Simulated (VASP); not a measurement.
## O: single point with PBEsol

The system is O.

```
O
1.0
     0.00000    1.76697    4.22483
     1.77303    0.00000    4.22483
     1.77303    1.76697    0.00000
O
2
Direct
  0.06751 0.06751 0.93249
  0.93249 0.93249 0.06751
```

```json
{
  "Program": "VASP 6.6.1",
  "Task": "single point",
  "Functional": "PBEsol",
  "Potentials or basis": "VASP PAW PBE potentials, release 64 (O)",
  "Cutoff": "600 eV",
  "k mesh": "22 × 22 × 22",
  "Occupations": "gaussian, width 0.15 eV",
  "Spin": "no spin polarisation",
  "Dipole correction": "no",
  "Further INCAR settings": "ALGO = Normal; EDIFF = 1e-06; NBANDS = 13"
}
```

```
Pressure               : 15.2 GPa
Largest force          : 8.635 eV/Å
Band gap on the k mesh : zero (bands 6 and 7 overlap by 2.04 eV)
```

Forces on the atoms (eV/Å):
```
O    0.000  0.000  8.635
O    0.000  0.000 -8.635
```

Stress tensor (GPa, compression positive):
```
-6.75  0.00  0.00
 0.00 -6.69  0.00
 0.00  0.00 59.17
```

Levels at points of the mesh, in eV from the Fermi level:
| k point | band 4 | band 5 | band 6 | band 7 | band 8 | band 9 |
| --- | --- | --- | --- | --- | --- | --- |
| (0.00, 0.00, 0.00) | -6.96 | -6.96 | 1.14 | 1.14 | 7.85 | 10.19 |
| (0.50, 0.00, 0.00) | -7.93 | -6.65 | -1.58 | 1.41 | 10.24 | 12.88 |
| (0.50, 0.50, 0.00) | -6.97 | -6.97 | 1.18 | 1.19 | 6.35 | 8.89 |
| (0.50, 0.00, 0.50) | -9.37 | -7.29 | -0.96 | -0.76 | 10.10 | 12.44 |
| (0.00, 0.50, 0.50) | -9.36 | -7.29 | -0.94 | -0.78 | 10.10 | 12.46 |

Wall time 5.1 min on 1 thread of AMD EPYC 9R45 96-Core Processor (Zen 5) (shared host), peak memory 0.53 GiB.

Caveat: the standard files for N, O and F lose accuracy on very short bonds; spin is off for a triplet molecule; the stress differs along the axes, from -7 to 59 GPa; this functional lacks dispersion, which holds the molecules together, so the pressure and a relaxed volume are unreliable; the PAW data sets were made with another functional, which shifts forces and pressure a little.
